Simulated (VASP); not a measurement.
# SnO2 (R-3m) in VASP: notebook

Runs on SnO2. Level: PBE. Tasks: single point.

Everything below comes from runs of VASP 6.6.1. Logs are shortened: lines on timing, memory, paths and dates and some standing lists are left out, and cuts for length are marked.

**1. The cell of the first run**

It takes space group R-3m (No. 166, trigonal). Conventional cell: a = 3.234 Å, b = 3.234 Å, c = 15.148 Å, α = 90.00°, β = 90.00°, γ = 120.00°. Within 2.8 Å of Sn (site symmetry -3m) lie 6 O at 2.13 Å. O (site symmetry 3m) has 3 Sn at 2.13 Å and 3 O at 2.79 Å within 2.8 Å.

**2. Single point, PBE**

INCAR reads:

```
SYSTEM = SnO2
PREC = Accurate
ENCUT = 520
EDIFF = 1E-7
ISMEAR = 0
SIGMA = 0.05
LREAL = .False.
LASPH = .True.
NELM = 100
ALGO = Normal
ISIF = 2
LWAVE = .False.
LCHARG = .False.
GGA = PE
NBANDS = 20
```

KPOINTS reads:

```
regular mesh
0
Gamma
  12 12 12
  0 0 0
```

POSCAR reads:

```
SnO2
1.0
    1.6167660720      0.9334403269      5.0494000000
   -1.6167660720      0.9334403269      5.0494000000
    0.0000000000     -1.8668806537      5.0494000000
Sn O
1 2
Direct
    0.5000000000      0.5000000000      0.5000000000
    0.2348826742      0.2348826742      0.2348826742
    0.7651173258      0.7651173258      0.7651173258
```

Potentials or basis: VASP PAW PBE potentials, release 64 (Sn_d, O).

Run with:

```
> cat potpaw_PBE.64/Sn_d/POTCAR potpaw_PBE.64/O/POTCAR > POTCAR
> mpirun -np 1 vasp_std > vasp.out
```

OUTCAR:

```text
SYSTEM = SnO2
   PREC = Accurate
   ENCUT = 520
   EDIFF = 1E-7
   ISMEAR = 0
   LREAL = .False.
   LASPH = .True.
   NELM = 100
   ISIF = 2
   GGA = PE

 ion  position               nearest neighbor table
   1  0.500  0.500  0.500-   2 2.13   3 2.13   2 2.13   2 2.13   3 2.13   3 2.13
   2  0.235  0.235  0.235-   1 2.13   1 2.13   1 2.13
   3  0.765  0.765  0.765-   1 2.13   1 2.13   1 2.13

  LATTYP: Found a trigonal (rhomboedric) cell.
 ALAT       =     5.3834639161
 COS(alpha) =     0.8196148605

  Lattice vectors:

 A1 = (   1.6167660720,   0.9334403269,   5.0494000000)
 A2 = (  -1.6167660720,   0.9334403269,   5.0494000000)
 A3 = (   0.0000000000,  -1.8668806537,   5.0494000000)

Analysis of symmetry for initial positions (statically):
=====================================================================
 Subroutine PRICEL returns:
 Original cell was already a primitive cell.

 Routine SETGRP: Setting up the symmetry group for a
 trigonal (rhombohedral) supercell.

 Subroutine GETGRP returns: Found 12 space group operations
 (whereof 12 operations were pure point group operations)
 out of a pool of 12 trial point group operations.

The static configuration has the point symmetry D_3d.

Analysis of symmetry for dynamics (positions and initial velocities):
=====================================================================
 Subroutine PRICEL returns:
 Original cell was already a primitive cell.

 Routine SETGRP: Setting up the symmetry group for a
 trigonal (rhombohedral) supercell.

 Subroutine GETGRP returns: Found 12 space group operations
 (whereof 12 operations were pure point group operations)
 out of a pool of 12 trial point group operations.

The dynamic configuration has the point symmetry D_3d.

 Subroutine INISYM returns: Found 12 space group operations
 (whereof 12 operations are pure point group operations),
 and found     1 'primitive' translations

----------------------------------------------------------------------------------------

                                     Primitive cell

  volume of cell :      45.7220

  direct lattice vectors                    reciprocal lattice vectors
     1.616766072  0.933440327  5.049400000     0.309259335  0.178550960  0.066014444
    -1.616766072  0.933440327  5.049400000    -0.309259335  0.178550960  0.066014444
     0.000000000 -1.866880654  5.049400000     0.000000000 -0.357101920  0.066014444

  length of vectors
     5.383463916  5.383463916  5.383463916     0.363152431  0.363152431  0.363152431

  position of ions in fractional coordinates (direct lattice)
     0.500000000  0.500000000  0.500000000
     0.234882674  0.234882674  0.234882674
     0.765117326  0.765117326  0.765117326

  ion indices of the primitive-cell ions
   primitive index   ion index
                 1           1
                 2           2
                 3           3

----------------------------------------------------------------------------------------

 KPOINTS: regular mesh

Automatic generation of k-mesh.
 Grid dimensions read from file:
 generate k-points for:   12   12   12

 Generating k-lattice:

  Cartesian coordinates                     Fractional coordinates (reciprocal lattice)
     0.025771611  0.014879247  0.005501204     0.083333333  0.000000000  0.000000000
    -0.025771611  0.014879247  0.005501204     0.000000000  0.083333333  0.000000000
     0.000000000 -0.029758493  0.005501204    -0.000000000 -0.000000000  0.083333333

  Length of vectors
     0.030262703  0.030262703  0.030262703

  Shift w.r.t. Gamma in fractional coordinates (k-lattice)
     0.000000000  0.000000000  0.000000000

 Subroutine IBZKPT returns following result:
 ===========================================

 Found    189 irreducible k-points:

 Following reciprocal coordinates:
            Coordinates               Weight
  0.000000  0.000000  0.000000      1.000000
  0.083333 -0.000000 -0.000000      6.000000
  0.166667 -0.000000 -0.000000      6.000000
  0.250000 -0.000000 -0.000000      6.000000
  0.333333 -0.000000 -0.000000      6.000000
  0.416667 -0.000000 -0.000000      6.000000
[... 16 lines left out ...]
  0.500000  0.166667 -0.000000     12.000000
 -0.416667  0.166667  0.000000     12.000000
 [... further k-points ...]
   k-points           NKPTS =    189   k-points in BZ     NKDIM =    189   number of bands    NBANDS=     20
   number of dos      NEDOS =    301   number of ions     NIONS =      3
   total plane-waves  NPLWV =  64000
   dimension x,y,z NGX =    40 NGY =   40 NGZ =   40
   dimension x,y,z NGXF=    80 NGYF=   80 NGZF=   80
   ions per type =               1   2
   NGX,Y,Z   is equivalent  to a cutoff of  12.35, 12.35, 12.35 a.u.
   NGXF,Y,Z  is equivalent  to a cutoff of  24.70, 24.70, 24.70 a.u.
 SYSTEM =  SnO2
   PREC   = accura    normal or accurate (medium, high low for compatibility)
   ISTART =      0    job   : 0-new  1-cont  2-samecut
   ICHARG =      2    charge: 1-file 2-atom 10-const
   ISPIN  =      1    spin polarized calculation?
   LNONCOLLINEAR =      F non collinear calculations
   LSORBIT =      F    spin-orbit coupling
   LASPH  =      T    aspherical Exc in radial PAW
   ENCUT  =  520.0 eV  38.22 Ry    6.18 a.u.  10.01 10.01 10.01*2*pi/ulx,y,z
   NELM   =    100;   NELMIN=  2; NELMDL= -5     # of ELM steps
   EDIFF  = 0.1E-06   stopping-criterion for ELM
   LREAL  =      F    real-space projection
   EDIFFG = 0.1E-05   stopping-criterion for IOM
   NSW    =      0    number of steps for IOM
   IBRION =     -1    ionic relax: 0-MD 1-quasi-New 2-CG
   NFREE  =      0    steps in history (QN), initial steepest desc. (CG)
   ISIF   =      2    stress and relaxation
   ISYM   =      2    0-nonsym 1-usesym 2-fastsym
   POTIM  = 0.5000    time-step for ionic-motion
   TEBEG  =    0.0;   TEEND  =   0.0 temperature during run
   PSTRESS=    0.0 pullay stress
   NELECT =      26.0000    total number of electrons
   NUPDOWN=      -1.0000    fix difference up-down
   EMIN   =  10.00;   EMAX   =-10.00  energy-range for DOS
   EFERMI =   0.00;   METHOD = LEGACY
   ISMEAR =     0;   SIGMA  =   0.05  broadening in eV -4-tet -1-fermi 0-gaus
   EFERMI_NEDOS =   21; number of points for ismear=-14 and -15
   IALGO  =     38    algorithm
   IMIX   =      4    mixing-type and parameters
     AMIX     =   0.40;   BMIX     =  1.00
     AMIX_MAG =   1.60;   BMIX_MAG =  1.00
  volume/ion in A,a.u.               =      15.24       102.85
  Fermi-wavevector in a.u.,A,eV,Ry     =   1.356306  2.563047 25.028815  1.839566
  Thomas-Fermi vector in A             =   2.483320
   LORBIT       =      0    0 simple, 1 ext, 2 COOP (PROOUT), +10 PAW based schemes
   GGA     = PE    functional components
   LHFCALC =     F    Hartree Fock is set to
   AEXX    =    0.0000 exact exchange contribution
   IVDW    =     0    specifies the selected vdW correction
   LEPSILON=     F    determine dielectric tensor
   LRPA    =     F    only Hartree local field effects (RPA)
 non-spin polarized calculation
 Gauss-broadening in eV      SIGMA  =   0.05
  energy-cutoff  :      520.00
  volume of cell :       45.72
 maximum number of plane-waves:      1250
   NGX = 21   NGY = 21   NGZ = 21

 number of electron      26.0000003 magnetization

 Free energy of the ion-electron system (eV)
  ---------------------------------------------------
  ext. energy  EPLUGINS =         0.00000000
  ---------------------------------------------------
  free energy    TOTEN  =       -18.19451480 eV

  energy without entropy =      -18.19451480  energy(sigma->0) =      -18.19451480

 E-fermi :   2.9330     XC(G=0):  -9.6656

 val. band max:        2.6875031524   @ k =  -0.1667   0.2500   0.0833
 cond. band min:       4.6993059255   @ k =   0.0000   0.0000   0.0000
 fundamental gap:      2.0118027731
 Fermi energy:         2.9329573703

 k-point     1 :       0.0000    0.0000    0.0000
  band No.  band energies     occupation
      1     -17.2641      2.00000
      2     -17.0817      2.00000
      3     -17.0817      2.00000
      4     -16.9115      2.00000
      5     -16.9115      2.00000
      6     -15.1318      2.00000
[... 12 lines left out ...]
     19      19.6970      0.00000
     20      19.8436      0.00000

 k-point     2 :       0.0833   -0.0000   -0.0000
  band No.  band energies     occupation
      1     -17.2416      2.00000
      2     -17.1307      2.00000
      3     -17.0673      2.00000
      4     -16.9266      2.00000
      5     -16.9120      2.00000
      6     -15.0822      2.00000
[... 12 lines left out ...]
     19      18.1724      0.00000
     20      19.8938      0.00000

 k-point     3 :       0.1667   -0.0000   -0.0000
  band No.  band energies     occupation
      1     -17.3005      2.00000
      2     -17.1517      2.00000
      3     -17.0322      2.00000
      4     -16.9513      2.00000
      5     -16.9091      2.00000
      6     -14.9290      2.00000
[... 12 lines left out ...]
     19      16.8563      0.00000
     20      20.0772      0.00000

 k-point     4 :       0.2500   -0.0000   -0.0000
  band No.  band energies     occupation
      1     -17.4872      2.00000
      2     -17.0787      2.00000
      3     -17.0016      2.00000
      4     -16.9650      2.00000
      5     -16.8868      2.00000
      6     -14.6757      2.00000
[... 12 lines left out ...]
     19      15.8902      0.00000
     20      19.6172      0.00000

 k-point     5 :       0.3333   -0.0000   -0.0000
  band No.  band energies     occupation
      1     -17.6606      2.00000
      2     -17.0476      2.00000
      3     -16.9939      2.00000
      4     -16.9386      2.00000
      5     -16.8405      2.00000
      6     -14.3623      2.00000
[... 12 lines left out ...]
     19      15.3013      0.00000
     20      18.0067      0.00000

 k-point     6 :       0.4167   -0.0000   -0.0000
  band No.  band energies     occupation
      1     -17.7783      2.00000
      2     -17.0524      2.00000
      3     -16.9960      2.00000
      4     -16.8960      2.00000
      5     -16.7981      2.00000
      6     -14.0823      2.00000
[... 12 lines left out ...]
     19      15.1656      0.00000
     20      16.7064      0.00000

 k-point     7 :       0.5000   -0.0000   -0.0000
  band No.  band energies     occupation
      1     -17.8197      2.00000
      2     -17.0564      2.00000
      3     -16.9976      2.00000
      4     -16.8792      2.00000
      5     -16.7816      2.00000
      6     -13.9652      2.00000
[... 12 lines left out ...]
     19      15.7149      0.00000
     20      15.7847      0.00000
[... 277 lines left out ...]
 k-point    20 :       0.2500    0.1667   -0.0000
  band No.  band energies     occupation
      1     -17.3902      2.00000
      2     -17.1495      2.00000
      3     -16.9987      2.00000
      4     -16.9635      2.00000
      5     -16.8976      2.00000
      6     -14.7616      2.00000
[... 12 lines left out ...]
     19      16.2120      0.00000
     20      19.5869      0.00000

 k-point    21 :       0.3333    0.1667   -0.0000
  band No.  band energies     occupation
      1     -17.4983      2.00000
      2     -17.1604      2.00000
      3     -16.9798      2.00000
      4     -16.9772      2.00000
      5     -16.8635      2.00000
      6     -14.4719      2.00000
[... 12 lines left out ...]
     19      16.0513      0.00000
     20      18.5264      0.00000

 k-point    22 :       0.4167    0.1667   -0.0000
  band No.  band energies     occupation
      1     -17.6078      2.00000
      2     -17.1623      2.00000
      3     -16.9965      2.00000
      4     -16.9565      2.00000
      5     -16.8365      2.00000
      6     -14.1001      2.00000
[... 12 lines left out ...]
     19      16.1167      0.00000
     20      17.3693      0.00000

 k-point    23 :       0.5000    0.1667   -0.0000
  band No.  band energies     occupation
      1     -17.6876      2.00000
      2     -17.1637      2.00000
      3     -17.0120      2.00000
      4     -16.9176      2.00000
      5     -16.8363      2.00000
      6     -13.7535      2.00000
[... 12 lines left out ...]
     19      16.3058      0.00000
     20      16.4397      0.00000

 k-point    24 :      -0.4167    0.1667    0.0000
  band No.  band energies     occupation
      1     -17.7163      2.00000
      2     -17.1646      2.00000
      3     -17.0180      2.00000
      4     -16.8882      2.00000
      5     -16.8504      2.00000
      6     -13.6044      2.00000
[... 12 lines left out ...]
     19      15.6081      0.00000
     20      16.6787      0.00000

 [... further k-points ...]
[... 5 lines left out ...]
  --------------------------------------------------------------------------------------
  -------------------------------------------------------------------------------------
  Total       -0.3155638     -0.3155638     -0.6536866      0.0000000     -0.0000000      0.0000000
  in kB      -11.0579082    -11.0579082    -22.9063234      0.0000000     -0.0000000      0.0000000
  external PRESSURE =     -15.0073800 kB  Pullay stress =       0.0000000 kB

 VOLUME and BASIS-vectors are now :
 -----------------------------------------------------------------------------
  energy-cutoff  :      520.00
  volume of cell :       45.72
      direct lattice vectors                 reciprocal lattice vectors
     1.616766072  0.933440327  5.049400000     0.309259335  0.178550960  0.066014444
    -1.616766072  0.933440327  5.049400000    -0.309259335  0.178550960  0.066014444
     0.000000000 -1.866880654  5.049400000     0.000000000 -0.357101920  0.066014444

 POSITION                                       TOTAL-FORCE (eV/Angst)
 -----------------------------------------------------------------------------------
      0.00000      0.00000      7.57410         0.000000      0.000000     -0.000000
      0.00000      0.00000      3.55805         0.000000     -0.000000     -0.284411
      0.00000      0.00000     11.59015         0.000000      0.000000      0.284411
 -----------------------------------------------------------------------------------
    total drift:                               -0.000000      0.000000     -0.000000

  FREE ENERGIE OF THE ION-ELECTRON SYSTEM (eV)
  ---------------------------------------------------
  free  energy   TOTEN  =       -18.1945148020 eV

  energy  without entropy=      -18.1945148020  energy(sigma->0) =      -18.19451480
```

Wall time 4.6 min (1 thread of Intel Xeon Platinum 8259CL at 2.50GHz (Skylake/Cascade Lake), shared host); peak memory 0.34 GiB.

What came out:

```yaml
Free_energy: -18.1945 eV
Pressure: -1.5 GPa
Largest_force: 0.284 eV/Å
Band_gap_on_the_k_mesh: 2.01 eV (least direct gap 2.19 eV)
```

Forces in eV/Å, atoms in the order of the input:
```
Sn   0.000  0.000  0.000
O    0.000  0.000 -0.284
O    0.000  0.000  0.284
```

Stress tensor (GPa, compression positive):
```
-1.11  0.00  0.00
 0.00 -1.11  0.00
 0.00  0.00 -2.29
```

Caveat: spin-orbit coupling is left out, which moves the levels of the heavy elements. A k mesh can miss the band edges.

**3. Single point, PBE**

This run uses another cell than the first one, of 15.34 Å³/atom.

INCAR reads:

```
SYSTEM = SnO2
PREC     = Accurate       ! precision mode
ENCUT    = 520            ! plane-wave cutoff, eV
EDIFF    = 1E-6           ! SCF threshold, eV
ISMEAR   = 0              ! smearing method
SIGMA    = 0.05           ! smearing width, eV
LREAL    = .False.        ! projectors in reciprocal space
LASPH    = .True.         ! aspherical terms in the spheres
NELM     = 60             ! most SCF steps
ALGO     = Normal         ! electronic algorithm
ISIF     = 2              ! what is computed and relaxed
LWAVE    = .False.        ! write WAVECAR
LCHARG   = .False.        ! write CHGCAR
GGA      = PE             ! functional
NBANDS   = 20             ! bands
```

KPOINTS reads:

```
Automatic mesh
0
Gamma
  12 12 12
  0 0 0
```

POSCAR reads:

```
SnO2
1.0
    1.6437000000      0.9489906375      4.9182553763
   -1.6437000000      0.9489906375      4.9182553763
    0.0000000000     -1.8979812749      4.9182553763
Sn O
1 2
Direct
    0.5000000000      0.5000000000      0.5000000000
    0.2348826742      0.2348826742      0.2348826742
    0.7651173258      0.7651173258      0.7651173258
```

Potentials or basis: VASP PAW PBE potentials, release 64 (Sn_d, O).

Run with:

```
> cat potpaw_PBE.64/Sn_d/POTCAR potpaw_PBE.64/O/POTCAR > POTCAR
> mpirun -np 1 vasp_std > vasp.out
```

Run time: 4.7 min. Hardware: 1 thread of Intel Xeon Platinum 8259CL at 2.50GHz (Skylake/Cascade Lake), shared host; peak memory 0.34 GiB.

Results (log left out):

```
Free energy            : -18.1779 eV
Pressure               : -4.6 GPa
Largest force          : 0.237 eV/Å
Band gap on the k mesh : 1.69 eV (least direct gap 1.83 eV)
```

Forces in eV/Å, atoms in the order of the input:
```
Sn   0.000  0.000  0.000
O    0.000  0.000 -0.237
O    0.000  0.000  0.237
```

Stress tensor (GPa, compression positive):
```
-5.82  0.00  0.00
 0.00 -5.82  0.00
 0.00  0.00 -2.03
```

Levels at points of the mesh, in eV from the valence-band top:
| k point | band 9 | band 10 | band 11 | band 12 | band 13 | band 14 | band 15 | band 16 | band 17 | band 18 |
| --- | --- | --- | --- | --- | --- | --- | --- | --- | --- | --- |
| (0.00, 0.00, 0.00) | -1.27 | -1.27 | -0.94 | -0.94 | -0.14 | 1.69 | 5.54 | 10.62 | 10.62 | 11.07 |
| (0.50, 0.00, 0.00) | -3.97 | -2.91 | -1.32 | -0.58 | -0.48 | 4.96 | 7.47 | 9.67 | 12.16 | 12.33 |
| (0.50, 0.50, 0.00) | -4.15 | -2.98 | -1.05 | -0.47 | -0.05 | 4.75 | 6.73 | 10.32 | 11.01 | 12.29 |
| (0.50, 0.50, 0.50) | -1.31 | -1.31 | -1.11 | -0.90 | -0.90 | 2.79 | 5.41 | 10.76 | 10.76 | 11.64 |

Caveat: the cell stands under tension; spin-orbit coupling is left out, which moves the levels of the heavy elements.

**4. Single point, PBE**

This run uses another cell than the first one, of 15.43 Å³/atom.

INCAR reads:

```
ALGO     = Normal         # electronic algorithm
EDIFF    = 1E-7           # SCF threshold, eV
ENCUT    = 520            # plane-wave cutoff, eV
GGA      = PE             # functional
ISIF     = 2              # what is computed and relaxed
ISMEAR   = 0              # smearing method
LASPH    = True           # aspherical terms in the spheres
LCHARG   = False          # write CHGCAR
LREAL    = False          # projectors in reciprocal space
LWAVE    = False          # write WAVECAR
NBANDS   = 20             # bands
NELM     = 100            # most SCF steps
PREC     = Accurate       # precision mode
SIGMA    = 0.05           # smearing width, eV
```

KPOINTS reads:

```
k-points
0
Gamma
  12 12 12
```

POSCAR reads:

```
SnO2
1.0
    1.6706500000      0.9645502272      4.7871000000
   -1.6706500000      0.9645502272      4.7871000000
    0.0000000000     -1.9291004544      4.7871000000
Sn O
1 2
Direct
    0.5000000000      0.5000000000      0.5000000000
    0.2348826742      0.2348826742      0.2348826742
    0.7651173258      0.7651173258      0.7651173258
```

Run with:

```
> cat potpaw_PBE.64/Sn_d/POTCAR potpaw_PBE.64/O/POTCAR > POTCAR
> mpirun -np 1 vasp_std > vasp.out
```

It took 4.9 min on 1 thread of Intel Xeon Platinum 8259CL at 2.50GHz (Skylake/Cascade Lake), shared host; peak memory 0.34 GiB.

It converged, with:

```yaml
Free_energy: -18.1186 eV
Pressure: -7.3 GPa
Largest_force: 0.189 eV/Å
Band_gap_on_the_k_mesh: 1.35 eV (least direct gap 1.47 eV)
```

Forces on the atoms (eV/Å):
```
Sn   0.000  0.000  0.000
O    0.000  0.000 -0.189
O    0.000  0.000  0.189
```

Stress tensor (GPa, compression positive):
```
-10.03   0.00   0.00
  0.00 -10.03   0.00
  0.00   0.00  -1.86
```

Levels at points of the mesh, in eV from the valence-band top:
```tsv
k point	band 11	band 12	band 13	band 14	band 15	band 16
(0.00, 0.00, 0.00)	-1.07	-1.07	-0.12	1.35	5.36	10.20
(0.50, 0.00, 0.00)	-1.27	-0.63	-0.54	4.70	7.34	9.27
(0.50, 0.50, 0.00)	-0.94	-0.50	-0.06	4.49	6.50	10.09
(0.50, 0.50, 0.50)	-1.19	-1.02	-1.02	2.58	5.26	10.38
```

Caveat: the cell stands under tension; spin-orbit coupling is left out, which moves the levels of the heavy elements. A k mesh can miss the band edges.

[end of part 1 of 2]
